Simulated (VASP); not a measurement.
# H (Cmcm) in VASP: further runs, part 2 of 2

VASP 6.6.1.

## (5) Single point, PBE (volume scaled by 1.10, then relaxed in part)

Contents of INCAR:

```
  PREC = Accurate
  ENCUT = 520
  EDIFF = 1E-7
  ISMEAR = 0
  SIGMA = 0.02
  LREAL = False
  LASPH = True
  NELM = 100
  ALGO = Normal
  ISIF = 2
  LWAVE = False
  LCHARG = False
  GGA = PE
  NBANDS = 10
```

Contents of KPOINTS:

```
regular mesh
0
Gamma
  8 8 4
```

Contents of POSCAR:

```
H
1.0
    1.8314352990     -2.9385248124      0.0000000000
    1.8314352990      2.9385248124      0.0000000000
    0.0000000000      0.0000000000      7.0009322537
H
4
Direct
    0.5523925718      0.4476074282      0.9693063674
    0.4476074282      0.5523925718      0.0306936326
    0.4476074282      0.5523925718      0.4693063674
    0.5523925718      0.4476074282      0.5306936326
```

Command:

```console
$ cat potpaw_PBE.64/H/POTCAR > POTCAR
$ mpirun -np 1 vasp_std > vasp.out
```

Wall time 37 s (1 thread of AMD EPYC 7R43 (Zen 3), shared host); peak memory 0.16 GiB.

Results (log left out):

```yaml
Free_energy: -13.5752 eV
Pressure: -0.2 GPa
Largest_force: 0.020 eV/Å
Band_gap_on_the_k_mesh: 8.92 eV, indirect (least direct gap 9.06 eV)
```

Forces in eV/Å, atoms in the order of the input:
```
H    0.000  0.017  0.012
H    0.000 -0.017 -0.012
H    0.000 -0.017  0.012
H    0.000  0.017 -0.012
```

Stress tensor (GPa, compression positive):
```
-0.12  0.00  0.00
 0.00 -0.21  0.00
 0.00  0.00 -0.15
```

Levels at points of the mesh, in eV from the valence-band top:
```csv
k point,band 1,band 2,band 3,band 4,band 5,band 6,band 7
"(0.00, 0.00, 0.00)",-1.13,-0.69,8.92,11.25,14.79,15.06,16.56
"(0.50, 0.00, 0.00)",-0.48,-0.16,9.51,11.51,11.77,14.06,14.69
"(0.50, 0.50, 0.00)",-0.30,0.00,9.06,10.79,12.61,14.25,14.53
"(0.00, 0.00, 0.50)",-0.92,-0.92,10.01,10.01,14.70,14.70,17.30
"(0.50, 0.00, 0.50)",-0.32,-0.32,10.22,10.22,12.92,12.92,15.98
"(0.50, 0.50, 0.50)",-0.16,-0.16,9.72,9.72,13.61,13.61,16.58
```

Caveat: the cell differs from its parent crystal (volume scaled by 1.10, then relaxed in part).

## (6) Relaxation of shape and atoms at fixed volume, PBE (volume scaled by 0.88)

Contents of INCAR:

```
SYSTEM = H
PREC = Accurate
ENCUT = 600
EDIFF = 1E-6
ISMEAR = 0
SIGMA = 0.02
LREAL = .FALSE.
LASPH = .TRUE.
NELM = 60
ALGO = Normal
ISIF = 4
LWAVE = .FALSE.
LCHARG = .FALSE.
GGA = PE
IBRION = 2
NSW = 50
EDIFFG = -0.01
```

Contents of KPOINTS:

```
regular mesh
0
G
  8 8 4
  0 0 0
```

Contents of POSCAR:

```
H
1.0
    1.6998747399     -2.7295081515      0.0000000000
    1.6998747399      2.7295081515      0.0000000000
    0.0000000000      0.0000000000      6.4962912694
H
4
Direct
    0.5557403735      0.4442596265      0.9673281886
    0.4442596265      0.5557403735      0.0326718114
    0.4442596265      0.5557403735      0.4673281886
    0.5557403735      0.4442596265      0.5326718114
```

Potentials or basis: VASP PAW PBE potentials, release 64 (H).

Command:

```console
$ cat potpaw_PBE.64/H/POTCAR > POTCAR
$ mpirun -np 1 vasp_std > vasp.out
```

It took 46 s on 1 thread of AMD EPYC 7R43 (Zen 3), shared host; peak memory 0.15 GiB.

It converged, with:

- Free energy: -13.5740 eV
- Energy gained by relaxing: 0.5 meV/atom
- Ionic steps: 3
- Pressure after relaxing: 0.1 GPa
- Band gap on the k mesh: 8.62 eV, indirect (least direct gap 8.78 eV)

The path:
```tsv
step	energy change (eV)	largest force (eV/Å)	pressure (GPa)	volume (Å³)
1	0.0000	0.2732	0.46	60.28
2	0.0105	0.6324	-0.75	60.28
3	-0.0021	0.0006	0.10	60.28
```

Final structure:
```
H
1.0
     1.69910   -2.73079    0.00000
     1.69910    2.73079    0.00000
     0.00000    0.00000    6.49621
H
4
Direct
  0.55630 0.44370 0.96700
  0.44370 0.55630 0.03300
  0.44370 0.55630 0.46700
  0.55630 0.44370 0.53300
```

Levels at points of the mesh, in eV from the valence-band top:
```tsv
k point	band 1	band 2	band 3	band 4	band 5	band 6
(0.00, 0.00, 0.00)	-1.72	-1.04	8.62	12.05	15.58	16.45
(0.50, 0.00, 0.00)	-0.72	-0.23	9.32	11.67	11.96	14.57
(0.50, 0.50, 0.00)	-0.46	0.00	8.78	10.82	12.94	14.77
(0.00, 0.00, 0.50)	-1.40	-1.40	10.14	10.14	15.81	15.81
(0.50, 0.00, 0.50)	-0.49	-0.49	10.15	10.15	13.43	13.43
(0.50, 0.50, 0.50)	-0.24	-0.24	9.56	9.56	14.23	14.23
```

Caveat: the cell differs from its parent crystal (volume scaled by 0.88). A k mesh can miss the band edges.

## (7) Relaxation of shape and atoms at fixed volume, PBE (volume scaled by 0.91)

Contents of INCAR:

```
SYSTEM = H
PREC     = Accurate       ! precision mode
ENCUT    = 600            ! plane-wave cutoff, eV
EDIFF    = 1E-7           ! SCF threshold, eV
ISMEAR   = 0              ! smearing method
SIGMA    = 0.02           ! smearing width, eV
LREAL    = .FALSE.        ! projectors in reciprocal space
LASPH    = .TRUE.         ! aspherical terms in the spheres
NELM     = 80             ! most SCF steps
ALGO     = Normal         ! electronic algorithm
ISIF     = 4              ! what is computed and relaxed
LWAVE    = .FALSE.        ! write WAVECAR
LCHARG   = .FALSE.        ! write CHGCAR
GGA      = PE             ! functional
IBRION   = 2              ! ionic algorithm
NSW      = 50             ! ionic steps
EDIFFG   = -0.01          ! ionic threshold
```

Contents of KPOINTS:

```
Automatic mesh
0
G
  8 8 4
  0 0 0
```

Contents of POSCAR:

```
H
1.0
    1.7188147073     -2.7604478518      0.0000000000
    1.7188147073      2.7604478518      0.0000000000
    0.0000000000      0.0000000000      6.5692670453
H
4
Direct
    0.5551246354      0.4448753646      0.9676556796
    0.4448753646      0.5551246354      0.0323443204
    0.4448753646      0.5551246354      0.4676556796
    0.5551246354      0.4448753646      0.5323443204
```

Command:

```console
$ cat potpaw_PBE.64/H/POTCAR > POTCAR
$ mpirun -np 1 vasp_std > vasp.out
```

Wall time 45 s (1 thread of AMD EPYC 7R43 (Zen 3), shared host); peak memory 0.15 GiB.

It converged, with:

```
Free energy               : -13.5757 eV
Energy gained by relaxing : 0.5 meV/atom
Ionic steps               : 3
Pressure after relaxing   : 0.1 GPa
Band gap on the k mesh    : 8.68 eV, indirect (least direct gap 8.83 eV)
```

Step by step:
| step | energy change (eV) | largest force (eV/Å) | pressure (GPa) | volume (Å³) |
| --- | --- | --- | --- | --- |
| 1 | 0.0000 | 0.2638 | 0.40 | 62.34 |
| 2 | 0.0098 | 0.6111 | -0.73 | 62.34 |
| 3 | -0.0019 | 0.0005 | 0.07 | 62.34 |

Final structure:
```cif
data_structure
_symmetry_space_group_name_H-M 'P 1'
_symmetry_Int_Tables_number 1
_cell_length_a 3.2525
_cell_length_b 3.2525
_cell_length_c 6.5692
_cell_angle_alpha 90.000
_cell_angle_beta 90.000
_cell_angle_gamma 116.228
_cell_volume 62.34
loop_
_atom_site_label
_atom_site_type_symbol
_atom_site_fract_x
_atom_site_fract_y
_atom_site_fract_z
_atom_site_occupancy
H1 H 0.55566 0.44434 0.96734 1
H2 H 0.44434 0.55566 0.03266 1
H3 H 0.44434 0.55566 0.46734 1
H4 H 0.55566 0.44434 0.53266 1
```

Levels at points of the mesh, in eV from the valence-band top:
```csv
k point,band 1,band 2,band 3,band 4,band 5
"(0.00, 0.00, 0.00)",-1.62,-0.98,8.68,11.92,15.46
"(0.50, 0.00, 0.00)",-0.68,-0.22,9.35,11.65,11.93
"(0.50, 0.50, 0.00)",-0.43,0.00,8.83,10.82,12.89
"(0.00, 0.00, 0.50)",-1.32,-1.32,10.12,10.12,15.63
"(0.50, 0.00, 0.50)",-0.46,-0.46,10.16,10.16,13.35
"(0.50, 0.50, 0.50)",-0.23,-0.23,9.59,9.59,14.13
```

Caveat: the cell differs from its parent crystal (volume scaled by 0.91). A k mesh can miss the band edges.

## (8) Summary

```tsv
task	cell	cutoff (eV)	gap on the mesh (eV)	pressure (GPa)	relaxed volume (Å³/atom)	largest force (eV/Å)
single point	a = 3.358, b = 3.358, c = 6.776 Å, angles 90.0, 90.0, 116.3°, 4 atoms	520	8.81	-0.1	-	0.01
single point	a = 3.390, b = 3.390, c = 6.845 Å, angles 90.0, 90.0, 116.2°, 4 atoms	520	8.84	-0.1	-	0.02
single point	a = 3.421, b = 3.421, c = 6.913 Å, angles 90.0, 90.0, 116.2°, 4 atoms	520	8.88	-0.2	-	0.02
single point	a = 3.463, b = 3.463, c = 7.001 Å, angles 90.0, 90.0, 116.1°, 4 atoms	520	8.92	-0.2	-	0.02
relaxation of shape and atoms at fixed volume	relaxed from a = 3.216, b = 3.216, c = 6.496 Å, angles 90.0, 90.0, 116.2°, 4 atoms	600	8.62	0.1	15.07	-
relaxation of shape and atoms at fixed volume	relaxed from a = 3.252, b = 3.252, c = 6.569 Å, angles 90.0, 90.0, 116.2°, 4 atoms	600	8.68	0.1	15.58	-
```

Alike in all rows: level PBE; potentials or basis VASP PAW PBE potentials, release 64 (H); no spin polarisation; k mesh 8 × 8 × 4; smearing gaussian 0.02 eV.

Total energies depend on the potentials used, so only differences within one code and one set of settings carry meaning.
